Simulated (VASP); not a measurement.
# SiC (Moissanite 6O SiC): relaxation of cell and atoms with PBE

Crystal: SiC (Moissanite 6O SiC).

```
CELL_PARAMETERS angstrom
1.53890 -2.66750 0.00000
1.53890 2.66750 0.00000
0.00000 0.00000 15.12190
ATOMIC_POSITIONS crystal
Si 0.16730 0.83270 0.85800
Si 0.83270 0.16730 0.35800
Si 0.50070 0.49930 0.52410
Si 0.49930 0.50070 0.02410
Si 0.83570 0.16430 0.69124
Si 0.16430 0.83570 0.19124
C 0.49600 0.50400 0.65030
C 0.50400 0.49600 0.15030
C 0.16000 0.84000 0.98170
C 0.84000 0.16000 0.48170
C 0.82900 0.17100 0.81680
C 0.17100 0.82900 0.31680
```

```yaml
Program: VASP 6.6.1
Task: relaxation of cell and atoms
Functional: PBE
Potentials_or_basis: VASP PAW PBE potentials, release 64 (Si, C)
Cutoff: 600 eV
k_mesh: 8 × 8 × 2
Occupations: gaussian, width 0.1 eV
Spin: no spin polarisation
Dipole_correction: no
Further_INCAR_settings: ALGO = Normal; EDIFF = 1e-06; IBRION = 2; EDIFFG = -0.05; NSW = 100; ISIF = 3
```

| Quantity | Value |
| --- | --- |
| Relaxed volume | 10.49 Å³/atom |
| Relaxed cell | a = 3.095 Å, b = 3.095 Å, c = 15.178 Å, α = 90.00°, β = 90.00°, γ = 120.04° |
| Space group after relaxing (to 0.05 Å) | P6_3mc (No. 186) |
| Energy gained by relaxing | 6.9 meV/atom |
| Ionic steps | 6 |
| Pressure after relaxing | 0.0 GPa |
| Largest force after relaxing | 0.041 eV/Å |
| Band gap on the k mesh | 2.02 eV, indirect (least direct gap 3.11 eV) |

Forces in eV/Å, atoms in the order of the input:
```
Si   0.000  0.001  0.006
Si   0.000 -0.001  0.006
Si   0.000  0.019 -0.015
Si   0.000 -0.019 -0.015
Si   0.000 -0.008 -0.023
Si   0.000  0.008 -0.023
C    0.000 -0.022  0.027
C    0.000  0.022  0.027
C    0.000 -0.040 -0.007
C    0.000  0.040 -0.007
C    0.000 -0.011  0.012
C    0.000  0.011  0.012
```

Stress tensor (GPa, compression positive):
```
 0.15  0.00  0.00
 0.00 -0.21  0.00
 0.00  0.00  0.17
```

Step by step:
```
step  energy change (eV)  largest force (eV/Å)  pressure (GPa)  volume (Å³)
   1              0.0000                0.7266            3.18       124.15
   2             -0.0032                0.7152           -3.06       127.87
   3             -0.0781                0.1473           -0.21       126.01
   4             -0.0826                0.0636           -0.03       125.90
   5             -0.0826                0.0642           -0.03       125.89
   6             -0.0829                0.0409            0.04       125.86
```

Final structure:
```yaml
crystal:
  lattice:
    - [1.54651, -2.68087, 0.00000]
    - [1.54651, 2.68087, 0.00000]
    - [0.00000, 0.00000, 15.17812]
  atoms:
    - { symbol: Si, position: [0.16478, 0.83522, 0.85770] }
    - { symbol: Si, position: [0.83522, 0.16478, 0.35770] }
    - { symbol: Si, position: [0.50250, 0.49750, 0.52451] }
    - { symbol: Si, position: [0.49750, 0.50250, 0.02451] }
    - { symbol: Si, position: [0.83253, 0.16747, 0.69124] }
    - { symbol: Si, position: [0.16747, 0.83253, 0.19124] }
    - { symbol: C, position: [0.49944, 0.50056, 0.64980] }
    - { symbol: C, position: [0.50056, 0.49944, 0.14980] }
    - { symbol: C, position: [0.16391, 0.83609, 0.98271] }
    - { symbol: C, position: [0.83609, 0.16391, 0.48271] }
    - { symbol: C, position: [0.83159, 0.16841, 0.81619] }
    - { symbol: C, position: [0.16841, 0.83159, 0.31619] }
```

Levels at points of the mesh, in eV from the valence-band top:
| k point | band 20 | band 21 | band 22 | band 23 | band 24 | band 25 | band 26 | band 27 | band 28 | band 29 |
| --- | --- | --- | --- | --- | --- | --- | --- | --- | --- | --- |
| (0.00, 0.00, 0.00) | -0.32 | -0.29 | -0.04 | -0.01 | 0.00 | 5.05 | 5.22 | 5.62 | 6.13 | 6.14 |
| (0.50, 0.00, 0.00) | -2.24 | -1.81 | -1.78 | -1.65 | -1.10 | 2.02 | 2.20 | 3.18 | 3.86 | 4.55 |
| (0.50, 0.50, 0.00) | -2.26 | -1.80 | -1.77 | -1.66 | -1.09 | 2.02 | 2.22 | 3.20 | 3.86 | 4.56 |
| (0.00, 0.00, 0.50) | -0.64 | -0.11 | -0.11 | -0.10 | -0.10 | 5.12 | 5.12 | 5.86 | 5.86 | 6.50 |
| (0.50, 0.00, 0.50) | -2.34 | -1.71 | -1.71 | -1.31 | -1.31 | 2.06 | 2.06 | 3.40 | 3.40 | 4.74 |
| (0.50, 0.50, 0.50) | -2.33 | -1.72 | -1.72 | -1.30 | -1.30 | 2.06 | 2.06 | 3.41 | 3.41 | 4.77 |

Wall time 6.5 min on 1 thread of Intel(R) Xeon(R) 6975P-C (Granite Rapids) (shared host), peak memory 0.39 GiB.

Caveat: the relaxation stopped at a loose force limit of 0.05 eV/Å, so its end isn't a converged minimum. PBE gaps usually lie below the measured ones, often by a third to a half.
